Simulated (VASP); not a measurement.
# Hf2S (P6_3/mmc) in VASP: further runs, part 2 of 2

VASP 6.6.1.

## 5. Single point, PBEsol

This run uses another cell than the first one, of 18.85 Å³/atom.

INCAR

```
SYSTEM = Hf2S
ALGO     = Normal         ! electronic algorithm
EDIFF    = 1E-6           ! SCF threshold, eV
ENCUT    = 520            ! plane-wave cutoff, eV
GGA      = PS             ! functional
ISIF     = 2              ! what is computed and relaxed
ISMEAR   = 0              ! smearing method
LASPH    = .True.         ! aspherical terms in the spheres
LCHARG   = .False.        ! write CHGCAR
LREAL    = .False.        ! projectors in reciprocal space
LWAVE    = .False.        ! write WAVECAR
NBANDS   = 35             ! bands
NELM     = 60             ! most SCF steps
PREC     = Accurate       ! precision mode
SIGMA    = 0.1            ! smearing width, eV
```

KPOINTS

```
k-points
0
Gamma
  12 12 4
  0 0 0
```

POSCAR

```
Hf2S
1.0
    3.3465310254      0.0000000000      0.0000000000
   -1.6732655127      2.8981808825      0.0000000000
    0.0000000000      0.0000000000     11.6642358402
Hf S
4 2
Direct
    0.6666666667      0.3333333333      0.8986176343
    0.3333333333      0.6666666667      0.3986176343
    0.6666666667      0.3333333333      0.6013823657
    0.3333333333      0.6666666667      0.1013823657
    0.0000000000      0.0000000000      0.7500000000
    0.0000000000      0.0000000000      0.2500000000
```

Potentials or basis: VASP PAW PBE potentials, release 64 (Hf_pv, S).

The run is started by

```bash
cat potpaw_PBE.64/Hf_pv/POTCAR potpaw_PBE.64/S/POTCAR > POTCAR
mpirun -np 1 vasp_std > vasp.out
```

OUTCAR:

```text
SYSTEM = Hf2S
   EDIFF = 1E-6
   ENCUT = 520
   GGA = PS
   ISIF = 2
   ISMEAR = 0
   LASPH = .True.
   LREAL = .False.
   NELM = 60
   PREC = Accurate

 ion  position               nearest neighbor table
   1  0.667  0.333  0.899-   5 2.60   5 2.60   5 2.60   4 3.05   4 3.05   4 3.05   3 3.47
   2  0.333  0.667  0.399-   6 2.60   6 2.60   6 2.60   3 3.05   3 3.05   3 3.05   4 3.47
   3  0.667  0.333  0.601-   5 2.60   5 2.60   5 2.60   2 3.05   2 3.05   2 3.05   1 3.47
   4  0.333  0.667  0.101-   6 2.60   6 2.60   6 2.60   1 3.05   1 3.05   1 3.05   2 3.47
   5  0.000  0.000  0.750-   1 2.60   3 2.60   1 2.60   3 2.60   1 2.60   3 2.60
   6  0.000  0.000  0.250-   2 2.60   4 2.60   2 2.60   4 2.60   2 2.60   4 2.60

  LATTYP: Found a hexagonal cell.
 ALAT       =     3.3465310254
 C/A-ratio  =     3.4854707014

  Lattice vectors:

 A1 = (   3.3465310254,   0.0000000000,   0.0000000000)
 A2 = (  -1.6732655127,   2.8981808825,   0.0000000000)
 A3 = (   0.0000000000,   0.0000000000,  11.6642358402)

Analysis of symmetry for initial positions (statically):
=====================================================================
 Subroutine PRICEL returns:
 Original cell was already a primitive cell.

 Routine SETGRP: Setting up the symmetry group for a
 hexagonal supercell.

 Subroutine GETGRP returns: Found 24 space group operations
 (whereof 12 operations were pure point group operations)
 out of a pool of 24 trial point group operations.

The static configuration has the point symmetry D_3d.
 The point group associated with its full space group is D_6h.

Analysis of symmetry for dynamics (positions and initial velocities):
=====================================================================
 Subroutine PRICEL returns:
[... 137 lines left out ...]
     AMIX     =   0.40;   BMIX     =  1.00
     AMIX_MAG =   1.60;   BMIX_MAG =  1.00
  volume/ion in A,a.u.               =      18.85       127.24
  Fermi-wavevector in a.u.,A,eV,Ry     =   1.263428  2.387532 21.718294  1.596250
  Thomas-Fermi vector in A             =   2.396785
   LORBIT       =      0    0 simple, 1 ext, 2 COOP (PROOUT), +10 PAW based schemes
   GGA     = PS    functional components
   LHFCALC =     F    Hartree Fock is set to
   AEXX    =    0.0000 exact exchange contribution
   IVDW    =     0    specifies the selected vdW correction
   LEPSILON=     F    determine dielectric tensor
   LRPA    =     F    only Hartree local field effects (RPA)
 non-spin polarized calculation
 Gauss-broadening in eV      SIGMA  =   0.10
  energy-cutoff  :      520.00
  volume of cell :      113.13
 maximum number of plane-waves:      3079
 NGX is ok and might be reduce to    28
   NGX = 13   NGY = 13   NGZ = 43

 number of electron      52.0000004 magnetization

 Free energy of the ion-electron system (eV)
  ---------------------------------------------------
  ext. energy  EPLUGINS =         0.00000000
  ---------------------------------------------------
  free energy    TOTEN  =       -57.46000005 eV

  energy without entropy =      -57.44567440  energy(sigma->0) =      -57.45283722

 E-fermi :   6.4466     XC(G=0): -11.6084

 val. band max:        6.4333965398   @ k =   0.2500   0.0833   0.0000
 cond. band min:       6.4499246058   @ k =   0.3333   0.2500   0.0000
 fundamental gap:      0.0165280660
 Fermi energy:         6.4465796682

 k-point     1 :       0.0000    0.0000    0.0000
  band No.  band energies     occupation
      1     -24.7490      2.00000
      2     -24.6132      2.00000
      3     -24.2892      2.00000
      4     -24.1782      2.00000
      5     -24.1782      2.00000
      6     -24.1674      2.00000
[... 901 lines left out ...]
     34       9.5676      0.00000
     35      10.0382      0.00000

 [... further k-points ...]

------------------------ aborting loop because EDIFF is reached ----------------------------------------

  FORCE on cell =-STRESS in cart. coord.  units (eV):
  Direction    XX          YY          ZZ          XY          YZ          ZX
  --------------------------------------------------------------------------------------
  -------------------------------------------------------------------------------------
  Total       -0.3134879     -0.3134879     -0.2946096     -0.0000000      0.0000000     -0.0000000
  in kB       -4.4397114     -4.4397114     -4.1723506     -0.0000000      0.0000000     -0.0000000
  external PRESSURE =      -4.3505911 kB  Pullay stress =       0.0000000 kB

 VOLUME and BASIS-vectors are now :
 -----------------------------------------------------------------------------
  energy-cutoff  :      520.00
  volume of cell :      113.13
      direct lattice vectors                 reciprocal lattice vectors
     3.346531025  0.000000000  0.000000000     0.298816892  0.172522013  0.000000000
    -1.673265513  2.898180883  0.000000000     0.000000000  0.345044026  0.000000000
     0.000000000  0.000000000 11.664235840     0.000000000  0.000000000  0.085732149

 POSITION                                       TOTAL-FORCE (eV/Angst)
 -----------------------------------------------------------------------------------
      1.67327      0.96606     10.48169        -0.000000      0.000000     -0.006951
     -0.00000      1.93212      4.64957         0.000000     -0.000000     -0.006951
      1.67327      0.96606      7.01467        -0.000000      0.000000      0.006951
     -0.00000      1.93212      1.18255         0.000000     -0.000000      0.006951
      0.00000      0.00000      8.74818        -0.000000      0.000000     -0.000000
      0.00000      0.00000      2.91606         0.000000     -0.000000      0.000000
 -----------------------------------------------------------------------------------
    total drift:                                0.000000     -0.000000      0.000000

  FREE ENERGIE OF THE ION-ELECTRON SYSTEM (eV)
  ---------------------------------------------------
  free  energy   TOTEN  =       -57.4600000457 eV

  energy  without entropy=      -57.4456744027  energy(sigma->0) =      -57.45283722
```

OSZICAR:

```text
N       E                     dE             d eps       ncg     rms          rms(c)
DAV:   1     0.236063913619E+03    0.23606E+03   -0.28054E+04  4030   0.142E+03
DAV:   2    -0.424880033777E+02   -0.27855E+03   -0.26817E+03  4759   0.341E+02
DAV:   3    -0.593783356753E+02   -0.16890E+02   -0.16587E+02  5249   0.561E+01
DAV:   4    -0.596976757137E+02   -0.31934E+00   -0.31741E+00  5020   0.852E+00
DAV:   5    -0.597036915980E+02   -0.60159E-02   -0.60096E-02  5058   0.105E+00    0.102E+02
DAV:   6    -0.579189198035E+02    0.17848E+01   -0.27069E+00  4559   0.716E+00    0.612E+01
DAV:   7    -0.575211228919E+02    0.39780E+00   -0.29442E+00  4564   0.739E+00    0.517E+00
DAV:   8    -0.574610115557E+02    0.60111E-01   -0.40996E-01  4584   0.274E+00    0.147E+00
DAV:   9    -0.574603441954E+02    0.66736E-03   -0.17169E-02  5167   0.627E-01    0.732E-01
DAV:  10    -0.574600003745E+02    0.34382E-03   -0.23499E-03  4597   0.217E-01    0.243E-01
DAV:  11    -0.574600038428E+02   -0.34682E-05   -0.14019E-04  5264   0.539E-02    0.638E-02
DAV:  12    -0.574599995232E+02    0.43196E-05   -0.10660E-05  4854   0.162E-02    0.140E-02
DAV:  13    -0.574600000457E+02   -0.52254E-06   -0.12637E-06  3353   0.551E-03
   1 F= -.57460000E+02 E0= -.57452837E+02  d E =-.143256E-01
```

Wall time 5.7 min (1 thread of Intel Xeon 8259CL, shared host); peak memory 0.36 GiB.

What came out:

```
Free energy            : -57.4600 eV
Pressure               : -0.4 GPa
Largest force          : 0.007 eV/Å
Band gap on the k mesh : zero (bands 26 and 27 overlap by 1.03 eV)
```

Forces in eV/Å, atoms in the order of the input:
```
Hf   0.000  0.000 -0.007
Hf   0.000  0.000 -0.007
Hf   0.000  0.000  0.007
Hf   0.000  0.000  0.007
S    0.000  0.000  0.000
S    0.000  0.000  0.000
```

Caveat: the PAW data sets were made with another functional, which shifts forces and pressure a little; spin-orbit coupling is left out, which moves the levels of the heavy elements.

## 6. Single point, PBEsol

This run uses another cell than the first one, of 18.85 Å³/atom.

INCAR

```
ALGO     = Normal         # electronic algorithm
EDIFF    = 1E-6           # SCF threshold, eV
ENCUT    = 520            # plane-wave cutoff, eV
GGA      = PS             # functional
ISIF     = 2              # what is computed and relaxed
ISMEAR   = 0              # smearing method
LASPH    = True           # aspherical terms in the spheres
LCHARG   = True           # write CHGCAR
LELF     = True           # ELF
LREAL    = False          # projectors in reciprocal space
LVHAR    = True         
LWAVE    = False          # write WAVECAR
NBANDS   = 35             # bands
NELM     = 60             # most SCF steps
PREC     = Accurate       # precision mode
SIGMA    = 0.1            # smearing width, eV
```

KPOINTS

```
k-points
0
Gamma
  12 12 4
```

POSCAR is that of step 5.

Potentials or basis: VASP PAW PBE potentials, release 64 (Hf_pv, S).

The run is started by

```bash
cat potpaw_PBE.64/Hf_pv/POTCAR potpaw_PBE.64/S/POTCAR > POTCAR
mpirun -np 1 vasp_std > vasp.out
```

OUTCAR:

```text
EDIFF = 1E-6
   ENCUT = 520
   GGA = PS
   ISIF = 2
   ISMEAR = 0
   LASPH = True
   LREAL = False
   NELM = 60
   PREC = Accurate

 ion  position               nearest neighbor table
   1  0.667  0.333  0.899-   5 2.60   5 2.60   5 2.60   4 3.05   4 3.05   4 3.05   3 3.47
   2  0.333  0.667  0.399-   6 2.60   6 2.60   6 2.60   3 3.05   3 3.05   3 3.05   4 3.47
   3  0.667  0.333  0.601-   5 2.60   5 2.60   5 2.60   2 3.05   2 3.05   2 3.05   1 3.47
[... 1125 lines left out ...]
  -------------------------------------------------------------------------------------
  Total       -0.3134879     -0.3134879     -0.2946096     -0.0000000      0.0000000     -0.0000000
  in kB       -4.4397114     -4.4397114     -4.1723506     -0.0000000      0.0000000     -0.0000000
  external PRESSURE =      -4.3505911 kB  Pullay stress =       0.0000000 kB

 VOLUME and BASIS-vectors are now :
 -----------------------------------------------------------------------------
  energy-cutoff  :      520.00
  volume of cell :      113.13
      direct lattice vectors                 reciprocal lattice vectors
     3.346531025  0.000000000  0.000000000     0.298816892  0.172522013  0.000000000
    -1.673265513  2.898180883  0.000000000     0.000000000  0.345044026  0.000000000
     0.000000000  0.000000000 11.664235840     0.000000000  0.000000000  0.085732149

 POSITION                                       TOTAL-FORCE (eV/Angst)
 -----------------------------------------------------------------------------------
      1.67327      0.96606     10.48169        -0.000000      0.000000     -0.006951
     -0.00000      1.93212      4.64957         0.000000     -0.000000     -0.006951
      1.67327      0.96606      7.01467        -0.000000      0.000000      0.006951
     -0.00000      1.93212      1.18255         0.000000     -0.000000      0.006951
      0.00000      0.00000      8.74818        -0.000000      0.000000     -0.000000
      0.00000      0.00000      2.91606         0.000000     -0.000000      0.000000
 -----------------------------------------------------------------------------------
    total drift:                                0.000000     -0.000000      0.000000

  FREE ENERGIE OF THE ION-ELECTRON SYSTEM (eV)
  ---------------------------------------------------
  free  energy   TOTEN  =       -57.4600000457 eV

  energy  without entropy=      -57.4456744027  energy(sigma->0) =      -57.45283722
```

OSZICAR:

```text
N       E                     dE             d eps       ncg     rms          rms(c)
DAV:   1     0.236063913619E+03    0.23606E+03   -0.28054E+04  4030   0.142E+03
DAV:   2    -0.424880033777E+02   -0.27855E+03   -0.26817E+03  4759   0.341E+02
DAV:   3    -0.593783356753E+02   -0.16890E+02   -0.16587E+02  5249   0.561E+01
DAV:   4    -0.596976757137E+02   -0.31934E+00   -0.31741E+00  5020   0.852E+00
DAV:   5    -0.597036915980E+02   -0.60159E-02   -0.60096E-02  5058   0.105E+00    0.102E+02
DAV:   6    -0.579189198035E+02    0.17848E+01   -0.27069E+00  4559   0.716E+00    0.612E+01
DAV:   7    -0.575211228919E+02    0.39780E+00   -0.29442E+00  4564   0.739E+00    0.517E+00
DAV:   8    -0.574610115557E+02    0.60111E-01   -0.40996E-01  4584   0.274E+00    0.147E+00
DAV:   9    -0.574603441954E+02    0.66736E-03   -0.17169E-02  5167   0.627E-01    0.732E-01
DAV:  10    -0.574600003745E+02    0.34382E-03   -0.23499E-03  4597   0.217E-01    0.243E-01
DAV:  11    -0.574600038428E+02   -0.34682E-05   -0.14019E-04  5264   0.539E-02    0.638E-02
DAV:  12    -0.574599995232E+02    0.43196E-05   -0.10660E-05  4854   0.162E-02    0.140E-02
DAV:  13    -0.574600000457E+02   -0.52254E-06   -0.12637E-06  3353   0.551E-03
   1 F= -.57460000E+02 E0= -.57452837E+02  d E =-.143256E-01
```

Run time: 5.7 min. Hardware: 1 thread of Intel Xeon 8259CL, shared host; peak memory 0.36 GiB.

Results:

| Item | Value |
| --- | --- |
| Free energy | -57.4600 eV |
| Pressure | -0.4 GPa |
| Largest force | 0.007 eV/Å |
| Band gap on the k mesh | zero (bands 26 and 27 overlap by 1.03 eV) |

Forces in eV/Å, atoms in the order of the input:
```
Hf   0.000  0.000 -0.007
Hf   0.000  0.000 -0.007
Hf   0.000  0.000  0.007
Hf   0.000  0.000  0.007
S    0.000  0.000  0.000
S    0.000  0.000  0.000
```

Caveat: the PAW data sets were made with another functional, which shifts forces and pressure a little; spin-orbit coupling is left out, which moves the levels of the heavy elements.

## 7. The runs side by side

| cell | gap on the mesh (eV) | pressure (GPa) | largest force (eV/Å) |
| --- | --- | --- | --- |
| a = 3.222, b = 3.222, c = 11.448 Å, angles 90.0, 90.0, 120.0°, 6 atoms | none | 15.5 | 0.01 |
| a = 3.265, b = 3.265, c = 11.519 Å, angles 90.0, 90.0, 120.0°, 6 atoms | none | 9.4 | - |
| a = 3.306, b = 3.306, c = 11.591 Å, angles 90.0, 90.0, 120.0°, 6 atoms | none | 4.1 | 0.01 |
| a = 3.347, b = 3.347, c = 11.664 Å, angles 90.0, 90.0, 120.0°, 6 atoms | none | -0.4 | 0.01 |

Alike in all rows: task single point; level PBEsol; potentials or basis VASP PAW PBE potentials, release 64 (Hf_pv, S); no spin polarisation; k mesh 12 × 12 × 4; cutoff (eV) 520; smearing gaussian 0.1 eV.

Caveats: the PAW data sets were made with another functional, which shifts forces and pressure a little; spin-orbit coupling is left out, which moves the levels of the heavy elements; the cell stands under pressure (at least some runs).

Absolute energies hang on the potentials; compare differences alone.
